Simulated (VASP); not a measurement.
# CoSi2 (Fm-3m) in VASP: further runs

CoSi2 is run at these levels: BLYP+D4; tasks: single point.

All numbers are computed with VASP 6.6.1; they aren't measurements. Logs are shortened: lines on timing, memory, paths and dates and some standing lists are left out, and cuts for length are marked.

### 1 The cell of the first run

The structure is cubic, space group Fm-3m (No. 225). Conventional cell: a = 5.284 Å, b = 5.284 Å, c = 5.284 Å, α = 90.00°, β = 90.00°, γ = 90.00°. Within 3.0 Å of Co (site symmetry m-3m) lie 8 Si at 2.29 Å. Within 3.0 Å of Si (site symmetry -43m) lie 4 Co at 2.29 Å and 6 Si at 2.64 Å.

### 2 Single point, BLYP+D4, collinear spin, ferromagnetic start

The input, INCAR:

```
SYSTEM = CoSi2
PREC = Accurate ; ENCUT = 520
EDIFF = 1E-6 ; ISMEAR = -5
SIGMA = 0.05 ; LREAL = .FALSE.
LASPH = .TRUE. ; NELM = 150
ALGO = Normal ; ISIF = 2
LWAVE = .FALSE. ; LCHARG = .FALSE.
ISPIN = 2 ; MAGMOM = 4 0 0
LORBIT = 11 ; NUPDOWN = 4.0
LMAXMIX = 4 ; GGA = B5
ALDAX = 1.0 ; AGGAX = 1.0
AGGAC = 1.0 ; ALDAC = 0.0
IVDW = 13 ; VDW_S6 = 1.0
VDW_S8 = 2.34076671 ; VDW_A1 = 0.44488865
VDW_A2 = 4.0933009 ; NBANDS = 20
```

The input, KPOINTS:

```
regular mesh
0
G
  9 9 9
  0 0 0
```

The input, POSCAR:

```
CoSi2
1.0
    0.0000000000      2.6418063740      2.6418063740
    2.6418063740      0.0000000000      2.6418063740
    2.6418063740      2.6418063740      0.0000000000
Co Si
1 2
Direct
    0.0000000000      0.0000000000      0.0000000000
    0.7500000000      0.7500000000      0.7500000000
    0.2500000000      0.2500000000      0.2500000000
```

Potentials or basis: VASP PAW PBE potentials, release 64 (Co, Si).

The run is started by

```sh
$ cat potpaw_PBE.64/Co/POTCAR potpaw_PBE.64/Si/POTCAR > POTCAR
$ mpirun -np 1 vasp_std > vasp.out
```

OUTCAR:

```text
SYSTEM = CoSi2
   PREC = Accurate
   ENCUT = 520
   EDIFF = 1E-6
   ISMEAR = -5
   LREAL = .FALSE.
   LASPH = .TRUE.
   NELM = 150
   ISIF = 2
   ISPIN = 2
   LORBIT = 11
   NUPDOWN = 4.0
   GGA = B5
   IVDW = 13

 ion  position               nearest neighbor table
   1  0.000  0.000  0.000-   2 2.29   3 2.29   2 2.29   2 2.29   2 2.29   3 2.29   3 2.29   3 2.29

   2  0.750  0.750  0.750-   1 2.29   1 2.29   1 2.29   1 2.29   3 2.64   3 2.64   3 2.64   3 2.64
                             3 2.64   3 2.64
   3  0.250  0.250  0.250-   1 2.29   1 2.29   1 2.29   1 2.29   2 2.64   2 2.64   2 2.64   2 2.64
                             2 2.64   2 2.64

  LATTYP: Found a face centered cubic cell.
 ALAT       =     5.2836127480

  Lattice vectors:

 A1 = (   0.0000000000,   2.6418063740,   2.6418063740)
 A2 = (   2.6418063740,   0.0000000000,   2.6418063740)
 A3 = (   2.6418063740,   2.6418063740,   0.0000000000)

Analysis of symmetry for initial positions (statically):
=====================================================================
 Subroutine PRICEL returns:
 Original cell was already a primitive cell.

 Routine SETGRP: Setting up the symmetry group for a
 face centered cubic supercell.

 Subroutine GETGRP returns: Found 48 space group operations
 (whereof 48 operations were pure point group operations)
 out of a pool of 48 trial point group operations.

The static configuration has the point symmetry O_h .

Analysis of symmetry for dynamics (positions and initial velocities):
=====================================================================
 Subroutine PRICEL returns:
 Original cell was already a primitive cell.

 Routine SETGRP: Setting up the symmetry group for a
 face centered cubic supercell.

 Subroutine GETGRP returns: Found 48 space group operations
 (whereof 48 operations were pure point group operations)
 out of a pool of 48 trial point group operations.

The dynamic configuration has the point symmetry O_h .

Analysis of structural, dynamic, and magnetic symmetry:
=====================================================================
 Subroutine PRICEL returns:
 Original cell was already a primitive cell.

 Routine SETGRP: Setting up the symmetry group for a
 face centered cubic supercell.

 Subroutine GETGRP returns: Found 48 space group operations
 (whereof 48 operations were pure point group operations)
 out of a pool of 48 trial point group operations.

The overall configuration has the point symmetry O_h .

 Subroutine INISYM returns: Found 48 space group operations
 (whereof 48 operations are pure point group operations),
 and found     1 'primitive' translations

----------------------------------------------------------------------------------------

                                     Primitive cell

  volume of cell :      36.8751

  direct lattice vectors                    reciprocal lattice vectors
     0.000000000  2.641806374  2.641806374    -0.189264438  0.189264438  0.189264438
     2.641806374  0.000000000  2.641806374     0.189264438 -0.189264438  0.189264438
     2.641806374  2.641806374  0.000000000     0.189264438  0.189264438 -0.189264438

  length of vectors
     3.736078403  3.736078403  3.736078403     0.327815624  0.327815624  0.327815624

  position of ions in fractional coordinates (direct lattice)
     0.000000000  0.000000000  0.000000000
     0.750000000  0.750000000  0.750000000
     0.250000000  0.250000000  0.250000000

  ion indices of the primitive-cell ions
   primitive index   ion index
                 1           1
                 2           2
                 3           3

----------------------------------------------------------------------------------------

 KPOINTS: regular mesh

Automatic generation of k-mesh.
 Grid dimensions read from file:
 generate k-points for:    9    9    9

 Generating k-lattice:

  Cartesian coordinates                     Fractional coordinates (reciprocal lattice)
    -0.021029382  0.021029382  0.021029382     0.111111111  0.000000000  0.000000000
     0.021029382 -0.021029382  0.021029382     0.000000000  0.111111111  0.000000000
     0.021029382  0.021029382 -0.021029382     0.000000000  0.000000000  0.111111111

  Length of vectors
     0.036423958  0.036423958  0.036423958

  Shift w.r.t. Gamma in fractional coordinates (k-lattice)
     0.000000000  0.000000000  0.000000000

 TETIRR: Found    115 inequivalent tetrahedra from     4374

 Subroutine IBZKPT returns following result:
 ===========================================

 Found     35 irreducible k-points:

 Following reciprocal coordinates:
            Coordinates               Weight
  0.000000  0.000000  0.000000      1.000000
  0.111111  0.000000  0.000000      8.000000
  0.222222  0.000000  0.000000      8.000000
  0.333333  0.000000  0.000000      8.000000
  0.444444  0.000000  0.000000      8.000000
  0.111111  0.111111  0.000000      6.000000
[... 16 lines left out ...]
[... 66 lines left out ...]

  energy without entropy =      -10.34265697  energy(sigma->0) =      -10.34265697

 E-fermi :   9.4264     XC(G=0): -11.2941

 val. band max:       14.5209430671   @ k =   0.4444   0.1111   0.0000
 cond. band min:       9.3329161307   @ k =   0.4444   0.4444   0.0000
 fundamental gap:     -5.1880269364
 Fermi energy:        14.5102302318

 spin component 1

 k-point     1 :       0.0000    0.0000    0.0000
  band No.  band energies     occupation
      1      -2.6003      1.00000
      2       5.5980      1.00000
      3       5.5980      1.00000
      4       5.5980      1.00000
      5       7.0854      1.00000
      6       7.0854      1.00000
[... 12 lines left out ...]
     19      21.8124      0.00000
     20      26.1733      0.00000

 k-point     2 :       0.1111    0.0000    0.0000
  band No.  band energies     occupation
      1      -2.4076      1.00000
      2       5.3210      1.00000
      3       5.6604      1.00000
      4       5.6604      1.00000
      5       7.0599      1.00000
      6       7.0599      1.00000
[... 12 lines left out ...]
     19      22.6413      0.00000
     20      26.7568      0.00000
[... 465 lines left out ...]
      3       4.3099      1.00000
      4       6.2540      1.00000
      5       6.6412      1.00000
      6       6.8324      1.00000
[... 12 lines left out ...]
     19      27.1814      0.00000
     20      28.1005      0.00000

 k-point    24 :       0.4444    0.4444    0.0000
  band No.  band energies     occupation
      1       1.1788      1.00000
      2       3.7684      1.00000
      3       3.8017      1.00000
      4       6.7437      1.00000
      5       6.7437      1.00000
      6       7.4937      1.00000
[... 12 lines left out ...]
     19      26.1399      0.00000
     20      26.3951      0.00000

 [... further k-points ...]

 spin component 2

 k-point     1 :       0.0000    0.0000    0.0000
  band No.  band energies     occupation
      1      -1.7636      1.00000
      2       6.9562      1.00000
      3       6.9563      1.00000
      4       6.9563      1.00000
      5       9.1973      1.00000
      6       9.1973      1.00000
[... 12 lines left out ...]
     19      22.6848      0.00000
     20      27.0607      0.00000

 k-point     2 :       0.1111    0.0000    0.0000
  band No.  band energies     occupation
      1      -1.5705      1.00000
      2       6.5992      1.00000
      3       7.0242      1.00000
      4       7.0242      1.00000
      5       9.1524      1.00000
      6       9.1524      1.00000
[... 12 lines left out ...]
     19      23.5177      0.00000
     20      27.6465      0.00000
[... 465 lines left out ...]
      3       5.2869      1.00000
      4       7.5554      1.00000
      5       8.1391      1.00000
      6       8.4473      1.00000
[... 12 lines left out ...]
     19      28.0487      0.00000
     20      29.1089      0.00000

 k-point    24 :       0.4444    0.4444    0.0000
  band No.  band energies     occupation
      1       2.0279      1.00000
      2       4.7254      1.00000
      3       4.9090      1.00000
      4       7.8084      1.00000
      5       7.8084      1.00000
      6       9.0602      1.00414
[... 12 lines left out ...]
     19      27.1283      0.00000
     20      27.2436      0.00000

 [... further k-points ...]

------------------------ aborting loop because EDIFF is reached ----------------------------------------

  DFT-D4 for vdW energy calculation

  Edisp (eV):   -2.78740

  FORCE on cell =-STRESS in cart. coord.  units (eV):
  Direction    XX          YY          ZZ          XY          YZ          ZX
  --------------------------------------------------------------------------------------
  -------------------------------------------------------------------------------------
  Total       9.72820     9.72820     9.72820     0.00000     0.00000    -0.00000
  in kB     422.67826   422.67826   422.67826     0.00000     0.00000    -0.00000
  external pressure =      422.68 kB  Pullay stress =        0.00 kB

 VOLUME and BASIS-vectors are now :
 -----------------------------------------------------------------------------
  energy-cutoff  :      520.00
  volume of cell :       36.88
      direct lattice vectors                 reciprocal lattice vectors
     0.000000000  2.641806374  2.641806374    -0.189264438  0.189264438  0.189264438
     2.641806374  0.000000000  2.641806374     0.189264438 -0.189264438  0.189264438
     2.641806374  2.641806374  0.000000000     0.189264438  0.189264438 -0.189264438

 POSITION                                       TOTAL-FORCE (eV/Angst)
 -----------------------------------------------------------------------------------
      0.00000      0.00000      0.00000         0.000000      0.000000      0.000000
      3.96271      3.96271      3.96271        -0.000000     -0.000000     -0.000000
      1.32090      1.32090      1.32090         0.000000      0.000000      0.000000
 -----------------------------------------------------------------------------------
    total drift:                               -0.000000     -0.000000     -0.000000

  FREE ENERGIE OF THE ION-ELECTRON SYSTEM (eV)
  ---------------------------------------------------
  free  energy   TOTEN  =       -13.1300560531 eV

  energy  without entropy=      -13.1300560531  energy(sigma->0) =      -13.13005605

 total charge

# of ion       s       p       d       tot
------------------------------------------
    1        0.569   0.737   7.436   8.741
    2        0.803   0.908   0.000   1.711
    3        0.803   0.908   0.000   1.711
--------------------------------------------------
tot          2.174   2.554   7.436  12.164

 magnetization (x)

# of ion       s       p       d       tot
------------------------------------------
    1        0.058   0.254   1.964   2.275
    2        0.121   0.230   0.000   0.351
    3        0.121   0.230   0.000   0.351
--------------------------------------------------
tot          0.299   0.713   1.964   2.977
```

Run time: 2 min. Hardware: 1 thread of AMD EPYC 7R43 (Zen 3), shared host; peak memory 0.15 GiB.

Results:

- Free energy: -13.1301 eV
- Pressure: 42.3 GPa
- Net moment: 4.00 μB per cell
- Site moments: Co +2.27; Si +0.35 μB
- Valence electrons inside the program's atomic spheres: Co 8.74; Si 1.71
- Dispersion energy per atom: -0.929 eV

Caveat: the PAW data sets were made with another functional, which shifts forces and pressure a little; the total moment is fixed, so each spin has its own Fermi level.

### 3 Single point, BLYP+D4, collinear spin, ferromagnetic start

This run uses another cell than the first one, of 12.55 Å³/atom, 1.021 times its volume.

The input, INCAR:

```
SYSTEM = CoSi2
PREC     = Accurate       ! precision mode
ENCUT    = 520            ! plane-wave cutoff, eV
EDIFF    = 1E-6           ! SCF threshold, eV
ISMEAR   = -5             ! smearing method
SIGMA    = 0.05           ! smearing width, eV
LREAL    = .False.        ! projectors in reciprocal space
LASPH    = .True.         ! aspherical terms in the spheres
NELM     = 150            ! most SCF steps
ALGO     = Normal         ! electronic algorithm
ISIF     = 2              ! what is computed and relaxed
LWAVE    = .False.        ! write WAVECAR
LCHARG   = .True.         ! write CHGCAR
ISPIN    = 2              ! spin polarisation
MAGMOM   = 4 0 0          ! initial moments
LORBIT   = 11             ! projections on sites
NUPDOWN  = 4.0            ! fixed moment
LMAXMIX  = 4              ! l up to which the mixer works
GGA      = B5             ! functional
ALDAX    = 1.0          
AGGAX    = 1.0          
AGGAC    = 1.0          
ALDAC    = 0.0          
IVDW     = 13             ! dispersion correction
VDW_S6   = 1.0          
VDW_S8   = 2.34076671   
VDW_A1   = 0.44488865   
VDW_A2   = 4.0933009    
LELF     = .True.         ! ELF
LVHAR    = .True.       
NBANDS   = 20             ! bands
```

The input, KPOINTS:

```
regular mesh
0
Gamma
  9 9 9
  0 0 0
```

The input, POSCAR:

```
CoSi2
1.0
    0.0000000000      2.6600263041      2.6600263041
    2.6600263041      0.0000000000      2.6600263041
    2.6600263041      2.6600263041      0.0000000000
Co Si
1 2
Direct
    0.0000000000      0.0000000000      0.0000000000
    0.7500000000      0.7500000000      0.7500000000
    0.2500000000      0.2500000000      0.2500000000
```

Potentials or basis: VASP PAW PBE potentials, release 64 (Co, Si).

The run is started by

```sh
$ cat potpaw_PBE.64/Co/POTCAR potpaw_PBE.64/Si/POTCAR > POTCAR
$ mpirun -np 1 vasp_std > vasp.out
```

Wall time 2 min (1 thread of AMD EPYC 7R43 (Zen 3), shared host); peak memory 0.15 GiB.

The run converged. Its results:

| Property | Result |
| --- | --- |
| Free energy | -13.3229 eV |
| Pressure | 37.3 GPa |
| Net moment | 4.00 μB per cell |
| Site moments | Co +2.28; Si +0.35 μB |
| Valence electrons inside the program's atomic spheres | Co 8.69; Si 1.70 |
| Dispersion energy per atom | -0.910 eV |

Caveat: the PAW data sets were made with another functional, which shifts forces and pressure a little; the total moment is fixed, so each spin has its own Fermi level.

### 4 Single point, BLYP+D4, collinear spin, ferromagnetic start

This run uses another cell than the first one, of 12.80 Å³/atom, 1.042 times its volume.

The input, INCAR:

```
SYSTEM = CoSi2
  PREC = Accurate
  ENCUT = 520
  EDIFF = 1E-6
  ISMEAR = -5
  SIGMA = 0.05
  LREAL = .False.
  LASPH = .True.
  NELM = 150
  ALGO = Normal
  ISIF = 2
  LWAVE = .False.
  LCHARG = .True.
  ISPIN = 2
  MAGMOM = 4 0 0
  LORBIT = 11
  NUPDOWN = 4.0
  LMAXMIX = 4
  GGA = B5
  ALDAX = 1.0
  AGGAX = 1.0
  AGGAC = 1.0
  ALDAC = 0.0
  IVDW = 13
  VDW_S6 = 1.0
  VDW_S8 = 2.34076671
  VDW_A1 = 0.44488865
  VDW_A2 = 4.0933009
  LELF = .True.
  LVHAR = .True.
  NBANDS = 20
```

The input, KPOINTS:

```
Automatic mesh
0
Gamma
  9 9 9
  0 0 0
```

The input, POSCAR:

```
CoSi2
1.0
    0.0000000000      2.6780000000      2.6780000000
    2.6780000000      0.0000000000      2.6780000000
    2.6780000000      2.6780000000      0.0000000000
Co Si
1 2
Direct
    0.0000000000      0.0000000000      0.0000000000
    0.7500000000      0.7500000000      0.7500000000
    0.2500000000      0.2500000000      0.2500000000
```

The run is started by

```sh
$ cat potpaw_PBE.64/Co/POTCAR potpaw_PBE.64/Si/POTCAR > POTCAR
$ mpirun -np 1 vasp_std > vasp.out
```

Run time: 2.2 min. Hardware: 1 thread of AMD EPYC 7R43 (Zen 3), shared host; peak memory 0.15 GiB.

The run converged. Its results:

```yaml
Free_energy: -13.4943 eV
Pressure: 32.8 GPa
Net_moment: 4.00 μB per cell
Site_moments: Co +2.28; Si +0.35 μB
Valence_electrons_inside_the_program's_atomic_spheres: Co 8.63; Si 1.69
Dispersion_energy_per_atom: -0.892 eV
```

Caveat: the PAW data sets were made with another functional, which shifts forces and pressure a little; the total moment is fixed, so each spin has its own Fermi level.

### 5 Single point, BLYP+D4, collinear spin, ferromagnetic start

This run uses another cell than the first one, of 13.06 Å³/atom, 1.063 times its volume.

The input, INCAR:

```
AGGAC = 1.0
AGGAX = 1.0
ALDAC = 0.0
ALDAX = 1.0
ALGO = Normal
EDIFF = 1E-6
ENCUT = 520
GGA = B5
ISIF = 2
ISMEAR = -5
ISPIN = 2
IVDW = 13
LASPH = True
LCHARG = True
LELF = True
LMAXMIX = 4
LORBIT = 11
LREAL = False
LVHAR = True
LWAVE = False
MAGMOM = 4 0 0
NBANDS = 20
NELM = 150
NUPDOWN = 4.0
PREC = Accurate
SIGMA = 0.05
VDW_A1 = 0.44488865
VDW_A2 = 4.0933009
VDW_S6 = 1.0
VDW_S8 = 2.34076671
```

The input, KPOINTS:

```
k-points
0
Gamma
  9 9 9
```

The input, POSCAR:

```
CoSi2
1.0
    0.0000000000      2.6957356162      2.6957356162
    2.6957356162      0.0000000000      2.6957356162
    2.6957356162      2.6957356162      0.0000000000
Co Si
1 2
Direct
    0.0000000000      0.0000000000      0.0000000000
    0.7500000000      0.7500000000      0.7500000000
    0.2500000000      0.2500000000      0.2500000000
```

The run is started by

```sh
$ cat potpaw_PBE.64/Co/POTCAR potpaw_PBE.64/Si/POTCAR > POTCAR
$ mpirun -np 1 vasp_std > vasp.out
```

Wall time 2.3 min (1 thread of AMD EPYC 7R43 (Zen 3), shared host); peak memory 0.15 GiB.

It converged, with:

- Free energy: -13.6431 eV
- Pressure: 28.7 GPa
- Net moment: 4.00 μB per cell
- Site moments: Co +2.28; Si +0.35 μB
- Valence electrons inside the program's atomic spheres: Co 8.58; Si 1.68
- Dispersion energy per atom: -0.874 eV

Caveat: the PAW data sets were made with another functional, which shifts forces and pressure a little; the total moment is fixed, so each spin has its own Fermi level.

### 6 The runs side by side

| cell | pressure (GPa) | moment (μB) |
| --- | --- | --- |
| a = 3.736 Å, angles 60.0°, 3 atoms | 42.3 | 4.00 |
| a = 3.762 Å, angles 60.0°, 3 atoms | 37.3 | 4.00 |
| a = 3.787 Å, angles 60.0°, 3 atoms | 32.8 | 4.00 |
| a = 3.812 Å, angles 60.0°, 3 atoms | 28.7 | 4.00 |

Alike in all rows: task single point; level BLYP+D4; potentials or basis VASP PAW PBE potentials, release 64 (Co, Si); spin collinear, ferromagnetic start; fixed moment (μB) 4.0; k mesh 9 × 9 × 9; cutoff (eV) 520; smearing tetrahedron.

Caveats: the PAW data sets were made with another functional, which shifts forces and pressure a little; the total moment is fixed, so each spin has its own Fermi level.

Absolute energies hang on the potentials; compare differences alone.
